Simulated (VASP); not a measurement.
# SiGe3 (P-6m2) in VASP: further runs

Runs on SiGe3. Level: PBE. Tasks: single point.

Everything below comes from runs of VASP 6.6.1. Logs are shortened: lines on timing, memory, paths and dates and some standing lists are left out, and cuts for length are marked.

## Step 1: The cell of the first run

The structure is hexagonal, space group P-6m2 (No. 187). The conventional cell has a = 2.899 Å, b = 2.899 Å, c = 10.034 Å, α = 90.00°, β = 90.00°, γ = 120.00°. Si (site symmetry -6m2) has 6 Si at 2.90 Å and 6 Ge at 3.02 Å within 3.8 Å. Ge (site symmetry 3m) has 9 Ge at 2.90 to 3.02 Å and 3 Si at 3.02 Å within 3.8 Å. Within 3.8 Å of Ge (site symmetry -6m2) lie 12 Ge at 2.90 to 3.02 Å.

## Step 2: Single point, PBE

INCAR reads:

```
PREC = Accurate
ENCUT = 520
EDIFF = 1E-6
ISMEAR = 0
SIGMA = 0.1
LREAL = F
LASPH = T
NELM = 80
ALGO = Normal
ISIF = 2
LWAVE = F
LCHARG = T
GGA = PE
LELF = T
LVHAR = T
NBANDS = 31
```

KPOINTS reads:

```
Automatic mesh
0
Gamma
  6 6 2
```

POSCAR reads:

```
SiGe3
1.0
    2.8993284100      0.0000000000      0.0000000000
   -1.4496642100      2.5108920600      0.0000000000
    0.0000000000      0.0000000000     10.0343609500
Si Ge
1 3
Direct
    0.3333333300      0.6666666700      0.5000000000
    0.6666666700      0.3333333300      0.2500000000
    0.6666666700      0.3333333300      0.7500000000
    0.3333333300      0.6666666700      0.0000000000
```

Potentials or basis: VASP PAW PBE potentials, release 64 (Si, Ge_d).

On the command line:

```bash
> cat potpaw_PBE.64/Si/POTCAR potpaw_PBE.64/Ge_d/POTCAR > POTCAR
> mpirun -np 1 vasp_std > vasp.out
```

OUTCAR:

```text
PREC = Accurate
   ENCUT = 520
   EDIFF = 1E-6
   ISMEAR = 0
   LREAL = F
   LASPH = T
   NELM = 80
   ISIF = 2
   GGA = PE

 ion  position               nearest neighbor table
   1  0.333  0.667  0.500-   2 3.02   3 3.02   2 3.02   3 3.02   2 3.02   3 3.02
   2  0.667  0.333  0.250-   1 3.02   1 3.02   1 3.02
   3  0.667  0.333  0.750-   1 3.02   1 3.02   1 3.02
   4  0.333  0.667  0.000-

  LATTYP: Found a hexagonal cell.
 ALAT       =     2.8993284100
 C/A-ratio  =     3.4609259563

  Lattice vectors:

 A1 = (   2.8993284100,   0.0000000000,   0.0000000000)
 A2 = (  -1.4496642100,   2.5108920600,   0.0000000000)
 A3 = (   0.0000000000,   0.0000000000,  10.0343609500)

Analysis of symmetry for initial positions (statically):
=====================================================================
 Subroutine PRICEL returns:
 Original cell was already a primitive cell.

 Routine SETGRP: Setting up the symmetry group for a
 hexagonal supercell.

 Subroutine GETGRP returns: Found 12 space group operations
 (whereof 12 operations were pure point group operations)
 out of a pool of 24 trial point group operations.

The static configuration has the point symmetry D_3h.

Analysis of symmetry for dynamics (positions and initial velocities):
=====================================================================
 Subroutine PRICEL returns:
 Original cell was already a primitive cell.

 Routine SETGRP: Setting up the symmetry group for a
 hexagonal supercell.

 Subroutine GETGRP returns: Found 12 space group operations
 (whereof 12 operations were pure point group operations)
 out of a pool of 24 trial point group operations.

The dynamic configuration has the point symmetry D_3h.

 Subroutine INISYM returns: Found 12 space group operations
 (whereof 12 operations are pure point group operations),
 and found     1 'primitive' translations

----------------------------------------------------------------------------------------

                                     Primitive cell

  volume of cell :      73.0492

  direct lattice vectors                    reciprocal lattice vectors
     2.899328410  0.000000000  0.000000000     0.344907461  0.199132416  0.000000000
    -1.449664210  2.510892060  0.000000000     0.000000000  0.398264830  0.000000000
     0.000000000  0.000000000 10.034360950     0.000000000  0.000000000  0.099657567

  length of vectors
     2.899328410  2.899328415 10.034360950     0.398264831  0.398264830  0.099657567

  position of ions in fractional coordinates (direct lattice)
     0.333333330  0.666666670  0.500000000
     0.666666670  0.333333330  0.250000000
     0.666666670  0.333333330  0.750000000
     0.333333330  0.666666670  0.000000000

  ion indices of the primitive-cell ions
   primitive index   ion index
                 1           1
                 2           2
                 3           3
                 4           4

----------------------------------------------------------------------------------------

 KPOINTS: Automatic mesh

Automatic generation of k-mesh.
 Grid dimensions read from file:
 generate k-points for:    6    6    2

 Generating k-lattice:

  Cartesian coordinates                     Fractional coordinates (reciprocal lattice)
     0.057484577  0.033188736  0.000000000     0.166666667  0.000000000  0.000000000
     0.000000000  0.066377472  0.000000000     0.000000000  0.166666667  0.000000000
     0.000000000  0.000000000  0.049828784     0.000000000  0.000000000  0.500000000

  Length of vectors
     0.066377472  0.066377472  0.049828784

  Shift w.r.t. Gamma in fractional coordinates (k-lattice)
     0.000000000  0.000000000  0.000000000

 Subroutine IBZKPT returns following result:
 ===========================================

 Found     14 irreducible k-points:

 Following reciprocal coordinates:
            Coordinates               Weight
  0.000000  0.000000  0.000000      1.000000
  0.166667  0.000000  0.000000      6.000000
  0.333333 -0.000000  0.000000      6.000000
  0.500000 -0.000000  0.000000      3.000000
  0.166667  0.166667  0.000000      6.000000
  0.333333  0.166667  0.000000     12.000000
  0.333333  0.333333  0.000000      2.000000
  0.000000  0.000000  0.500000      1.000000
  0.166667  0.000000  0.500000      6.000000
  0.333333 -0.000000  0.500000      6.000000
  0.500000 -0.000000  0.500000      3.000000
  0.166667  0.166667  0.500000      6.000000
  0.333333  0.166667  0.500000     12.000000
  0.333333  0.333333  0.500000      2.000000
   k-points           NKPTS =     14   k-points in BZ     NKDIM =     14   number of bands    NBANDS=     31
   number of dos      NEDOS =    301   number of ions     NIONS =      4
   total plane-waves  NPLWV =  46080
   dimension x,y,z NGX =    24 NGY =   24 NGZ =   80
   dimension x,y,z NGXF=    48 NGYF=   48 NGZF=  160
   ions per type =               1   3
   NGX,Y,Z   is equivalent  to a cutoff of  13.76, 13.76, 13.25 a.u.
   NGXF,Y,Z  is equivalent  to a cutoff of  27.52, 27.52, 26.51 a.u.
 SYSTEM =  unknown system
   PREC   = accura    normal or accurate (medium, high low for compatibility)
   ISTART =      0    job   : 0-new  1-cont  2-samecut
   ICHARG =      2    charge: 1-file 2-atom 10-const
   ISPIN  =      1    spin polarized calculation?
   LNONCOLLINEAR =      F non collinear calculations
   LSORBIT =      F    spin-orbit coupling
   LASPH  =      T    aspherical Exc in radial PAW
   ENCUT  =  520.0 eV  38.22 Ry    6.18 a.u.   5.39  5.39 18.66*2*pi/ulx,y,z
   NELM   =     80;   NELMIN=  2; NELMDL= -5     # of ELM steps
   EDIFF  = 0.1E-05   stopping-criterion for ELM
   LREAL  =      F    real-space projection
   EDIFFG = 0.1E-04   stopping-criterion for IOM
   NSW    =      0    number of steps for IOM
   IBRION =     -1    ionic relax: 0-MD 1-quasi-New 2-CG
   NFREE  =      0    steps in history (QN), initial steepest desc. (CG)
   ISIF   =      2    stress and relaxation
   ISYM   =      2    0-nonsym 1-usesym 2-fastsym
   POTIM  = 0.5000    time-step for ionic-motion
   TEBEG  =    0.0;   TEEND  =   0.0 temperature during run
   PSTRESS=    0.0 pullay stress
   NELECT =      46.0000    total number of electrons
   NUPDOWN=      -1.0000    fix difference up-down
   EMIN   =  10.00;   EMAX   =-10.00  energy-range for DOS
   EFERMI =   0.00;   METHOD = LEGACY
   ISMEAR =     0;   SIGMA  =   0.10  broadening in eV -4-tet -1-fermi 0-gaus
   EFERMI_NEDOS =   21; number of points for ismear=-14 and -15
   IALGO  =     38    algorithm
   IMIX   =      4    mixing-type and parameters
     AMIX     =   0.40;   BMIX     =  1.00
     AMIX_MAG =   1.60;   BMIX_MAG =  1.00
  volume/ion in A,a.u.               =      18.26       123.24
  Fermi-wavevector in a.u.,A,eV,Ry     =   1.403209  2.651681 26.789813  1.968996
  Thomas-Fermi vector in A             =   2.525894
   LORBIT       =      0    0 simple, 1 ext, 2 COOP (PROOUT), +10 PAW based schemes
   GGA     = PE    functional components
   LHFCALC =     F    Hartree Fock is set to
   AEXX    =    0.0000 exact exchange contribution
   IVDW    =     0    specifies the selected vdW correction
   LEPSILON=     F    determine dielectric tensor
   LRPA    =     F    only Hartree local field effects (RPA)
 non-spin polarized calculation
 Gauss-broadening in eV      SIGMA  =   0.10
  energy-cutoff  :      520.00
  volume of cell :       73.05
 maximum number of plane-waves:      2018
 NGX is ok and might be reduce to    24

 number of electron      45.9999961 magnetization

 Free energy of the ion-electron system (eV)
  ---------------------------------------------------
  ext. energy  EPLUGINS =         0.00000000
  ---------------------------------------------------
  free energy    TOTEN  =       -17.13146556 eV

  energy without entropy =      -17.12269170  energy(sigma->0) =      -17.12707863

 E-fermi :   7.5533     XC(G=0): -11.1642

 val. band max:        7.4949695261   @ k =   0.0000   0.0000   0.0000
 cond. band min:       7.6074211693   @ k =   0.3333  -0.0000   0.5000
 fundamental gap:      0.1124516432
 Fermi energy:         7.5532699262

 k-point     1 :       0.0000    0.0000    0.0000
  band No.  band energies     occupation
      1     -17.5985      2.00000
      2     -17.5853      2.00000
      3     -17.5846      2.00000
      4     -17.5742      2.00000
      5     -17.5742      2.00000
      6     -17.5695      2.00000
[... 23 lines left out ...]
     30      16.5640      0.00000
     31      16.5640      0.00000

 k-point     2 :       0.1667    0.0000    0.0000
  band No.  band energies     occupation
      1     -17.5981      2.00000
      2     -17.5851      2.00000
      3     -17.5793      2.00000
      4     -17.5721      2.00000
      5     -17.5630      2.00000
      6     -17.5532      2.00000
[... 23 lines left out ...]
     30      14.9306      0.00000
     31      16.3343      0.00000

 k-point     3 :       0.3333   -0.0000    0.0000
  band No.  band energies     occupation
      1     -17.6220      2.00000
      2     -17.6051      2.00000
      3     -17.5926      2.00000
      4     -17.5767      2.00000
      5     -17.5647      2.00000
      6     -17.5430      2.00000
[... 23 lines left out ...]
     30      12.5331      0.00000
     31      14.3534      0.00000

 k-point     4 :       0.5000   -0.0000    0.0000
  band No.  band energies     occupation
      1     -17.6344      2.00000
      2     -17.6150      2.00000
      3     -17.6010      2.00000
      4     -17.5936      2.00000
      5     -17.5759      2.00000
      6     -17.5511      2.00000
[... 23 lines left out ...]
     30      11.8705      0.00000
     31      13.6583      0.00000

 k-point     5 :       0.1667    0.1667    0.0000
  band No.  band energies     occupation
      1     -17.5869      2.00000
      2     -17.5836      2.00000
      3     -17.5804      2.00000
      4     -17.5665      2.00000
      5     -17.5620      2.00000
      6     -17.5515      2.00000
[... 23 lines left out ...]
     30      12.6573      0.00000
     31      13.2947      0.00000

 k-point     6 :       0.3333    0.1667    0.0000
  band No.  band energies     occupation
      1     -17.6009      2.00000
      2     -17.5907      2.00000
      3     -17.5782      2.00000
      4     -17.5718      2.00000
      5     -17.5661      2.00000
      6     -17.5589      2.00000
[... 23 lines left out ...]
     30      11.5436      0.00000
     31      11.6768      0.00000

 k-point     7 :       0.3333    0.3333    0.0000
  band No.  band energies     occupation
      1     -17.5854      2.00000
      2     -17.5722      2.00000
      3     -17.5705      2.00000
      4     -17.5429      2.00000
      5     -17.5422      2.00000
      6     -17.5355      2.00000
[... 23 lines left out ...]
     30      12.0097      0.00000
     31      12.6686      0.00000

 k-point     8 :       0.0000    0.0000    0.5000
  band No.  band energies     occupation
      1     -17.5985      2.00000
      2     -17.5851      2.00000
      3     -17.5848      2.00000
      4     -17.5742      2.00000
      5     -17.5742      2.00000
      6     -17.5695      2.00000
[... 23 lines left out ...]
     30      16.5924      0.00000
     31      16.5924      0.00000

 k-point     9 :       0.1667    0.0000    0.5000
  band No.  band energies     occupation
      1     -17.5980      2.00000
      2     -17.5852      2.00000
      3     -17.5792      2.00000
      4     -17.5720      2.00000
      5     -17.5632      2.00000
      6     -17.5530      2.00000
[... 23 lines left out ...]
     30      15.3946      0.00000
     31      15.6656      0.00000

 k-point    10 :       0.3333   -0.0000    0.5000
  band No.  band energies     occupation
      1     -17.6219      2.00000
      2     -17.6051      2.00000
      3     -17.5926      2.00000
      4     -17.5768      2.00000
      5     -17.5646      2.00000
      6     -17.5430      2.00000
[... 23 lines left out ...]
     30      13.8104      0.00000
     31      13.9794      0.00000

 k-point    11 :       0.5000   -0.0000    0.5000
  band No.  band energies     occupation
      1     -17.6344      2.00000
      2     -17.6151      2.00000
      3     -17.6010      2.00000
      4     -17.5937      2.00000
      5     -17.5757      2.00000
      6     -17.5513      2.00000
[... 23 lines left out ...]
     30      13.2215      0.00000
     31      13.3333      0.00000

 k-point    12 :       0.1667    0.1667    0.5000
  band No.  band energies     occupation
      1     -17.5869      2.00000
      2     -17.5836      2.00000
      3     -17.5805      2.00000
      4     -17.5666      2.00000
      5     -17.5620      2.00000
      6     -17.5516      2.00000
[... 23 lines left out ...]
     30      13.2757      0.00000
     31      13.3011      0.00000

 k-point    13 :       0.3333    0.1667    0.5000
  band No.  band energies     occupation
      1     -17.6009      2.00000
      2     -17.5908      2.00000
      3     -17.5782      2.00000
      4     -17.5717      2.00000
      5     -17.5660      2.00000
      6     -17.5590      2.00000
[... 23 lines left out ...]
     30      11.7271      0.00000
     31      11.9757      0.00000

 k-point    14 :       0.3333    0.3333    0.5000
  band No.  band energies     occupation
      1     -17.5854      2.00000
      2     -17.5723      2.00000
      3     -17.5705      2.00000
      4     -17.5431      2.00000
      5     -17.5421      2.00000
      6     -17.5354      2.00000
[... 23 lines left out ...]
     30      10.5614      0.00000
     31      10.6428      0.00000

------------------------ aborting loop because EDIFF is reached ----------------------------------------

  FORCE on cell =-STRESS in cart. coord.  units (eV):
  Direction    XX          YY          ZZ          XY          YZ          ZX
  --------------------------------------------------------------------------------------
  -------------------------------------------------------------------------------------
  Total        0.9281331      0.9281331     -1.4658401     -0.0000000      0.0000000     -0.0000000
  in kB       20.3566192     20.3566193    -32.1500762     -0.0000000      0.0000000     -0.0000000
  external PRESSURE =       2.8543874 kB  Pullay stress =       0.0000000 kB

 VOLUME and BASIS-vectors are now :
 -----------------------------------------------------------------------------
  energy-cutoff  :      520.00
  volume of cell :       73.05
      direct lattice vectors                 reciprocal lattice vectors
     2.899328410  0.000000000  0.000000000     0.344907461  0.199132416  0.000000000
    -1.449664210  2.510892060  0.000000000     0.000000000  0.398264830  0.000000000
     0.000000000  0.000000000 10.034360950     0.000000000  0.000000000  0.099657567

 POSITION                                       TOTAL-FORCE (eV/Angst)
 -----------------------------------------------------------------------------------
     -0.00000      1.67393      5.01718        -0.000000      0.000000      0.000000
      1.44966      0.83696      2.50859        -0.000000     -0.000000      0.368946
      1.44966      0.83696      7.52577         0.000000     -0.000000     -0.368946
     -0.00000      1.67393      0.00000         0.000000      0.000000      0.000000
 -----------------------------------------------------------------------------------
    total drift:                               -0.000007      0.000004      0.000000

  FREE ENERGIE OF THE ION-ELECTRON SYSTEM (eV)
  ---------------------------------------------------
  free  energy   TOTEN  =       -17.1314655591 eV

  energy  without entropy=      -17.1226916972  energy(sigma->0) =      -17.12707863
```

Run time: 19 s. Hardware: 1 thread of Intel Xeon 6975P-C (Granite Rapids), shared host; peak memory 0.19 GiB.

What came out:

- Free energy: -17.1315 eV
- Pressure: 0.3 GPa
- Largest force: 0.369 eV/Å
- Band gap on the k mesh: zero (band 23 reaches 14.83 eV, above the bottom of band 24 at 4.69 eV)

Forces in eV/Å, atoms in the order of the input:
```
Si   0.000  0.000  0.000
Ge   0.000  0.000  0.369
Ge   0.000  0.000 -0.369
Ge   0.000  0.000  0.000
```

Levels at points of the mesh, in eV from the Fermi level:
```tsv
k point	band 19	band 20	band 21	band 22	band 23	band 24	band 25	band 26	band 27	band 28
(0.00, 0.00, 0.00)	-8.72	-6.21	-0.06	-0.06	7.28	7.28	7.68	8.11	8.11	8.42
(0.50, 0.00, 0.00)	-6.60	-5.37	-5.29	-3.17	-2.47	-1.29	0.76	2.93	3.79	4.00
(0.00, 0.00, 0.50)	-10.11	-3.90	-3.90	4.31	4.36	7.40	7.40	7.76	7.76	8.67
(0.50, 0.00, 0.50)	-6.60	-4.90	-4.68	-3.88	-3.74	0.90	1.09	2.48	2.77	3.24
```

Caveat: the k points lie up to 0.42 Å⁻¹ apart.

## Step 3: Single point, PBE

This run uses another cell than the first one, of the same volume but with other edges.

INCAR reads:

```
SYSTEM = SiGe3
ALGO = Normal ; EDIFF = 1E-7
ENCUT = 520 ; GGA = PE
ISIF = 2 ; ISMEAR = 0
LASPH = .TRUE. ; LCHARG = .FALSE.
LREAL = .FALSE. ; LWAVE = .FALSE.
NBANDS = 31 ; NELM = 60
PREC = Accurate ; SIGMA = 0.1
```

KPOINTS reads:

```
k-points
0
G
  18 18 6
  0 0 0
```

POSCAR reads:

```
SiGe3
1.0
    2.9553355505      0.0000000029      0.0000000000
   -1.4776677778      2.5593956620      0.0000000000
    0.0000000000      0.0000000000      9.6439337011
Si Ge
1 3
Direct
    0.3333333333      0.6666666667      0.5000000000
    0.6666666667      0.3333333333      0.2634164330
    0.6666666667      0.3333333333      0.7365835670
    0.3333333333      0.6666666667      0.0000000000
```

Potentials or basis: VASP PAW PBE potentials, release 64 (Si, Ge_d).

On the command line:

```bash
> cat potpaw_PBE.64/Si/POTCAR potpaw_PBE.64/Ge_d/POTCAR > POTCAR
> mpirun -np 1 vasp_std > vasp.out
```

It took 2.5 min on 1 thread of Intel Xeon 6975P-C (Granite Rapids), shared host; peak memory 0.38 GiB.

Results (log left out):

* Free energy: -17.3097 eV
* Pressure: 0.0 GPa
* Band gap on the k mesh: zero (band 23 reaches 13.88 eV, above the bottom of band 24 at 4.74 eV)

Levels at points of the mesh, in eV from the Fermi level:
```tsv
k point	band 19	band 20	band 21	band 22	band 23	band 24	band 25	band 26	band 27	band 28
(0.00, 0.00, 0.00)	-7.61	-5.62	1.22	1.35	6.64	6.64	7.95	7.95	8.06	8.06
(0.50, 0.00, 0.00)	-6.55	-5.03	-4.90	-2.34	-1.51	-0.96	1.16	2.58	4.19	4.29
(0.00, 0.00, 0.50)	-9.15	-3.12	-2.68	5.50	6.49	6.71	6.71	7.54	7.54	8.39
(0.50, 0.00, 0.50)	-6.64	-4.67	-4.06	-3.54	-2.84	1.40	2.00	2.74	3.23	3.37
```
